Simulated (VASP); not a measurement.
# BN (P6_3mc) in VASP: single point with PBE0

Aim: the single point of BN with PBE0.

Everything below comes from runs of VASP 6.6.1. Logs are shortened: lines on timing, memory, paths and dates and some standing lists are left out, and cuts for length are marked.

### Step 1. The cell of the first run

Symmetry: P6_3mc, No. 186, hexagonal system. The conventional cell has a = 2.544 Å, b = 2.544 Å, c = 4.208 Å, α = 90.00°, β = 90.00°, γ = 120.00°. B (site symmetry 3m) has 4 N at 1.56 to 1.58 Å within 2.1 Å. N (site symmetry 3m) has 4 B at 1.56 to 1.58 Å within 2.1 Å.

### Step 2. Single point, PBE0

File POSCAR:

```
BN
1.0
    2.5439500161      0.0000000000      0.0000000000
   -1.2719750081      2.2031253399      0.0000000000
    0.0000000000      0.0000000000      4.2078153010
B N
2 2
Direct
    0.3333333333      0.6666666667      0.0002034636
    0.6666666667      0.3333333333      0.5002034636
    0.3333333333      0.6666666667      0.3747965364
    0.6666666667      0.3333333333      0.8747965364
```

File INCAR.step1:

```
  PREC = Accurate
  ENCUT = 520
  EDIFF = 1E-5
  ISMEAR = 0
  SIGMA = 0.01
  LREAL = F
  LASPH = T
  NELM = 60
  ALGO = Normal
  ISIF = 2
  LWAVE = T
  LCHARG = F
  GGA = PE
  NBANDS = 16
```

File INCAR.step2:

```
  PREC = Accurate
  ENCUT = 520
  EDIFF = 1E-7
  ISMEAR = 0
  SIGMA = 0.01
  LREAL = F
  LASPH = T
  NELM = 60
  ALGO = Normal
  ISIF = 2
  LWAVE = F
  LCHARG = F
  GGA = PE
  LHFCALC = T
  AEXX = 0.25
  PRECFOCK = Normal
  ISTART = 1
  NBANDS = 16
```

File KPOINTS:

```
Automatic mesh
0
Gamma
  9 9 4
```

Potentials or basis: VASP PAW PBE potentials, release 64 (B, N).

The run is started by

```bash
$ cat potpaw_PBE.64/B/POTCAR potpaw_PBE.64/N/POTCAR > POTCAR
$ cp INCAR.step1 INCAR
$ mpirun -np 1 vasp_std > vasp.out
$ cp INCAR.step2 INCAR
$ mpirun -np 1 vasp_std > vasp.out
```

OUTCAR:

```text
PREC = Accurate
   ENCUT = 520
   EDIFF = 1E-7
   ISMEAR = 0
   LREAL = F
   LASPH = T
   NELM = 60
   ISIF = 2
   GGA = PE
   LHFCALC = T
   AEXX = 0.25
   PRECFOCK = Normal
   ISTART = 1

 ion  position               nearest neighbor table
   1  0.333  0.667  0.000-   4 1.56   4 1.56   4 1.56   3 1.58
   2  0.667  0.333  0.500-   3 1.56   3 1.56   3 1.56   4 1.58
   3  0.333  0.667  0.375-   2 1.56   2 1.56   2 1.56   1 1.58
   4  0.667  0.333  0.875-   1 1.56   1 1.56   1 1.56   2 1.58

  LATTYP: Found a hexagonal cell.
 ALAT       =     2.5439500161
 C/A-ratio  =     1.6540479468

  Lattice vectors:

 A1 = (   2.5439500161,   0.0000000000,   0.0000000000)
 A2 = (  -1.2719750081,   2.2031253399,   0.0000000000)
 A3 = (   0.0000000000,   0.0000000000,   4.2078153010)

Analysis of symmetry for initial positions (statically):
=====================================================================
 Subroutine PRICEL returns:
 Original cell was already a primitive cell.

 Routine SETGRP: Setting up the symmetry group for a
 hexagonal supercell.

 Subroutine GETGRP returns: Found 12 space group operations
 (whereof  6 operations were pure point group operations)
 out of a pool of 24 trial point group operations.

The static configuration has the point symmetry C_3v.
 The point group associated with its full space group is C_6v.

Analysis of symmetry for dynamics (positions and initial velocities):
=====================================================================
 Subroutine PRICEL returns:
 Original cell was already a primitive cell.

 Routine SETGRP: Setting up the symmetry group for a
 hexagonal supercell.

 Subroutine GETGRP returns: Found 12 space group operations
 (whereof  6 operations were pure point group operations)
 out of a pool of 24 trial point group operations.

The dynamic configuration has the point symmetry C_3v.
 The point group associated with its full space group is C_6v.

 Subroutine INISYM returns: Found 12 space group operations
 (whereof  6 operations are pure point group operations),
 and found     1 'primitive' translations

----------------------------------------------------------------------------------------

                                     Primitive cell

  volume of cell :      23.5833

  direct lattice vectors                    reciprocal lattice vectors
     2.543950016  0.000000000  0.000000000     0.393089484  0.226950320  0.000000000
    -1.271975008  2.203125340  0.000000000     0.000000000  0.453900639  0.000000000
     0.000000000  0.000000000  4.207815301     0.000000000  0.000000000  0.237653017

  length of vectors
     2.543950016  2.543950016  4.207815301     0.453900639  0.453900639  0.237653017

  position of ions in fractional coordinates (direct lattice)
     0.333333333  0.666666667  0.000203464
     0.666666667  0.333333333  0.500203464
     0.333333333  0.666666667  0.374796536
     0.666666667  0.333333333  0.874796536

  ion indices of the primitive-cell ions
   primitive index   ion index
                 1           1
                 2           2
                 3           3
                 4           4

----------------------------------------------------------------------------------------

 KPOINTS: Automatic mesh

Automatic generation of k-mesh.
 Grid dimensions read from file:
 generate k-points for:    9    9    4

 Generating k-lattice:

  Cartesian coordinates                     Fractional coordinates (reciprocal lattice)
     0.043676609  0.025216702  0.000000000     0.111111111  0.000000000  0.000000000
     0.000000000  0.050433404  0.000000000     0.000000000  0.111111111  0.000000000
     0.000000000  0.000000000  0.059413254     0.000000000  0.000000000  0.250000000

  Length of vectors
     0.050433404  0.050433404  0.059413254

  Shift w.r.t. Gamma in fractional coordinates (k-lattice)
     0.000000000  0.000000000  0.000000000

 Subroutine IBZKPT returns following result:
 ===========================================

 Found     36 irreducible k-points:

 Following reciprocal coordinates:
            Coordinates               Weight
  0.000000  0.000000  0.000000      1.000000
  0.111111  0.000000  0.000000      6.000000
  0.222222  0.000000  0.000000      6.000000
  0.333333 -0.000000  0.000000      6.000000
  0.444444  0.000000  0.000000      6.000000
  0.111111  0.111111  0.000000      6.000000
[... 16 lines left out ...]
  0.333333  0.222222  0.250000     24.000000
  0.333333  0.333333  0.250000      4.000000
 [... further k-points ...]
   k-points           NKPTS =     36   k-points in BZ     NKDIM =    324   number of bands    NBANDS=     16
   number of dos      NEDOS =    301   number of ions     NIONS =      4
   total plane-waves  NPLWV =  12800
   dimension x,y,z NGX =    20 NGY =   20 NGZ =   32
   dimension x,y,z NGXF=    40 NGYF=   40 NGZF=   64
   ions per type =               2   2
   NGX,Y,Z   is equivalent  to a cutoff of  13.07, 13.07, 12.64 a.u.
   NGXF,Y,Z  is equivalent  to a cutoff of  26.14, 26.14, 25.29 a.u.
 SYSTEM =  unknown system
   PREC   = accura    normal or accurate (medium, high low for compatibility)
   ISTART =      1    job   : 0-new  1-cont  2-samecut
   ICHARG =      0    charge: 1-file 2-atom 10-const
   ISPIN  =      1    spin polarized calculation?
   LNONCOLLINEAR =      F non collinear calculations
   LSORBIT =      F    spin-orbit coupling
   LASPH  =      T    aspherical Exc in radial PAW
   ENCUT  =  520.0 eV  38.22 Ry    6.18 a.u.   4.73  4.73  7.82*2*pi/ulx,y,z
   NELM   =     60;   NELMIN=  2; NELMDL=  0     # of ELM steps
   EDIFF  = 0.1E-06   stopping-criterion for ELM
   LREAL  =      F    real-space projection
   EDIFFG = 0.1E-05   stopping-criterion for IOM
   NSW    =      0    number of steps for IOM
   IBRION =     -1    ionic relax: 0-MD 1-quasi-New 2-CG
   NFREE  =      0    steps in history (QN), initial steepest desc. (CG)
   ISIF   =      2    stress and relaxation
   ISYM   =      3    0-nonsym 1-usesym 2-fastsym
   POTIM  = 0.5000    time-step for ionic-motion
   TEBEG  =    0.0;   TEEND  =   0.0 temperature during run
   PSTRESS=    0.0 pullay stress
   NELECT =      16.0000    total number of electrons
   NUPDOWN=      -1.0000    fix difference up-down
   EMIN   =  10.00;   EMAX   =-10.00  energy-range for DOS
   EFERMI =   0.00;   METHOD = LEGACY
   ISMEAR =     0;   SIGMA  =   0.01  broadening in eV -4-tet -1-fermi 0-gaus
   EFERMI_NEDOS =   21; number of points for ismear=-14 and -15
   IALGO  =     38    algorithm
   IMIX   =      1    mixing-type and parameters
     AMIX     =   0.40;   BMIX     =  1.00
     AMIX_MAG =   1.60;   BMIX_MAG =  1.00
  volume/ion in A,a.u.               =       5.90        39.79
  Fermi-wavevector in a.u.,A,eV,Ry     =   1.438512  2.718393 28.154745  2.069315
  Thomas-Fermi vector in A             =   2.557470
   LORBIT       =      0    0 simple, 1 ext, 2 COOP (PROOUT), +10 PAW based schemes
   GGA     = PE    functional components
   LHFCALC =     T    Hartree Fock is set to
   PRECFOCK=normal    Normal, Fast or Accurate (Low or Medium for compatibility)
   ENCUT4O =  -1.0   cutoff for four orbital integrals eV
   NKREDX  =     1    reduce k-point grid by
   NKREDY  =     1    reduce k-point grid by
   NKREDZ  =     1    reduce k-point grid by
   AEXX    =    0.2500 exact exchange contribution
   HFSCREEN=    0.0000 screening length (either q_TF or 0.3 A-1)
   HFSCREENC=   0.0000 screening length for correlation (either q_TF or 0.3 A-1)
   ENCUTFOCK=  -1.0 apply spherical cutoff to Coloumb kernel
   IVDW    =     0    specifies the selected vdW correction
   LEPSILON=     F    determine dielectric tensor
   LRPA    =     F    only Hartree local field effects (RPA)
 non-spin polarized calculation
 Gauss-broadening in eV      SIGMA  =   0.01
  energy-cutoff  :      520.00
  volume of cell :       23.58
 maximum number of plane-waves:       652
 NGX is ok and might be reduce to    20
  NGX = 16; NGY = 16; NGZ = 24

 number of electron      16.0000000 magnetization

 Free energy of the ion-electron system (eV)
  ---------------------------------------------------
  ext. energy  EPLUGINS =         0.00000000
  ---------------------------------------------------
  free energy    TOTEN  =       -42.48768999 eV

  energy without entropy =      -42.48768999  energy(sigma->0) =      -42.48768999

 E-fermi :   6.4958     XC(G=0): -10.0728

 val. band max:        6.3418081033   @ k =   0.0000   0.0000   0.0000
 cond. band min:      13.6240061152   @ k =   0.3333   0.3333   0.0000
 fundamental gap:      7.2821980119
 Fermi energy:         6.4957936538

 k-point     1 :       0.0000    0.0000    0.0000
  band No.  band energies     occupation
      1     -16.0030      2.00000
      2     -11.5381      2.00000
      3      -5.5790      2.00000
      4       4.0361      2.00000
      5       4.0361      2.00000
      6       6.0755      2.00000
[... 8 lines left out ...]
     15      20.9966      0.00000
     16      25.6814      0.00000

 k-point     2 :       0.1111    0.0000    0.0000
  band No.  band energies     occupation
      1     -15.7134      2.00000
      2     -11.3171      2.00000
      3      -5.2870      2.00000
      4       2.7523      2.00000
      5       3.5193      2.00000
      6       5.2713      2.00000
[... 8 lines left out ...]
     15      21.8291      0.00000
     16      25.1452      0.00000

 k-point     3 :       0.2222    0.0000    0.0000
  band No.  band energies     occupation
      1     -14.8623      2.00000
      2     -10.7150      2.00000
      3      -4.4326      2.00000
      4       0.0107      2.00000
      5       2.4635      2.00000
      6       2.8748      2.00000
[... 8 lines left out ...]
     15      23.8083      0.00000
     16      24.3264      0.00000
[... 362 lines left out ...]
 k-point    23 :       0.3333    0.2222    0.2500
  band No.  band energies     occupation
      1     -11.0982      2.00000
      2      -9.9851      2.00000
      3      -3.7624      2.00000
      4      -2.7128      2.00000
      5      -1.4770      2.00000
      6       0.5401      2.00000
[... 8 lines left out ...]
     15      25.1773      0.00000
     16      26.1586      0.00000

 k-point    24 :       0.3333    0.3333    0.2500
  band No.  band energies     occupation
      1     -10.2147      2.00000
      2     -10.2147      2.00000
      3      -3.2450      2.00000
      4      -2.6995      2.00000
      5      -2.6995      2.00000
      6      -0.4469      2.00000
[... 8 lines left out ...]
     15      25.9352      0.00000
     16      25.9352      0.00000

 [... further k-points ...]

------------------------ aborting loop because EDIFF is reached ----------------------------------------

  FORCE on cell =-STRESS in cart. coord.  units (eV):
  Direction    XX          YY          ZZ          XY          YZ          ZX
  --------------------------------------------------------------------------------------
  -------------------------------------------------------------------------------------
  Total       -0.5458885     -0.5458885     -0.6307750      0.0000000      0.0000000      0.0000000
  in kB      -37.0860098    -37.0860098    -42.8529410      0.0000000      0.0000000      0.0000000
  external PRESSURE =     -39.0083202 kB  Pullay stress =       0.0000000 kB

 VOLUME and BASIS-vectors are now :
 -----------------------------------------------------------------------------
  energy-cutoff  :      520.00
  volume of cell :       23.58
      direct lattice vectors                 reciprocal lattice vectors
     2.543950016  0.000000000  0.000000000     0.393089484  0.226950320  0.000000000
    -1.271975008  2.203125340  0.000000000     0.000000000  0.453900639  0.000000000
     0.000000000  0.000000000  4.207815301     0.000000000  0.000000000  0.237653017

 POSITION                                       TOTAL-FORCE (eV/Angst)
 -----------------------------------------------------------------------------------
     -0.00000      1.46875      0.00086         0.000000      0.000000     -0.008120
      1.27198      0.73438      2.10476         0.000000      0.000000     -0.008120
     -0.00000      1.46875      1.57707         0.000000     -0.000000      0.008120
      1.27198      0.73438      3.68098        -0.000000      0.000000      0.008120
 -----------------------------------------------------------------------------------
    total drift:                                0.000000     -0.000000     -0.000029

  FREE ENERGIE OF THE ION-ELECTRON SYSTEM (eV)
  ---------------------------------------------------
  free  energy   TOTEN  =       -42.4876899921 eV

  energy  without entropy=      -42.4876899921  energy(sigma->0) =      -42.48768999
```

Run time: 1.5 h. Hardware: 1 thread of Oxide Virtual Turin-like, shared host; peak memory 0.12 GiB.

Results:

- Free energy: -42.4877 eV
- Pressure: -3.9 GPa
- Largest force: 0.008 eV/Å
- Band gap on the k mesh: 7.28 eV (least direct gap 10.72 eV)

Forces on the atoms (eV/Å):
```
B    0.000  0.000 -0.008
B    0.000  0.000 -0.008
N    0.000  0.000  0.008
N    0.000  0.000  0.008
```

Stress tensor (GPa, compression positive):
```
-3.71  0.00  0.00
 0.00 -3.71  0.00
 0.00  0.00 -4.29
```

Caveat: the cell stands under tension; the structure was generated, so it needn't be the stable form of BN; the PAW data sets were made with another functional, which shifts forces and pressure a little.
